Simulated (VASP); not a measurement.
The system is CuAu.

```
CELL_PARAMETERS angstrom
2.81075 0.00000 0.00000
0.00000 2.81075 0.00000
0.00000 0.00000 3.68500
ATOMIC_POSITIONS crystal
Cu 0.53558 0.46442 0.52714
Au 0.00000 0.00000 0.00000
```

```yaml
Program: VASP 6.6.1
Task: relaxation of the atoms
Functional: PBE
Potentials_or_basis: VASP PAW PBE potentials, release 64 (Cu, Au)
Cutoff: 520 eV
k_mesh: 6 × 6 × 5
Occupations: fermi-dirac, width 0.05 eV
Spin: no spin polarisation
```

At the start: pressure 6.6 GPa; volume 14.56 Å³/atom.

Problem. How do energy, volume and symmetry change on relaxing?

Solution. Over 5 steps the energy falls by 37.5 meV/atom; space group Cm (No. 8, to 0.1 Å) before, P4/mmm (No. 123, to 0.1 Å).

The path:
| step | energy change (eV) | largest force on free atoms (eV/Å) | pressure (GPa) |
| --- | --- | --- | --- |
| 1 | 0.0000 | 0.9473 | 6.56 |
| 2 | -0.0361 | 0.6406 | 5.70 |
| 3 | -0.0688 | 0.2392 | 4.92 |
| 4 | -0.0721 | 0.1627 | 4.86 |
| 5 | -0.0750 | 0.0023 | 4.77 |

Final structure:
```
CELL_PARAMETERS angstrom
2.81075 0.00000 0.00000
0.00000 2.81075 0.00000
0.00000 0.00000 3.68500
ATOMIC_POSITIONS crystal
Cu 0.49994 0.50006 0.49992
Au 0.00000 0.00000 0.00000
```

Caveat: the k points lie up to 0.37 Å⁻¹ apart, too coarse for converged energies and pressures of a metal.
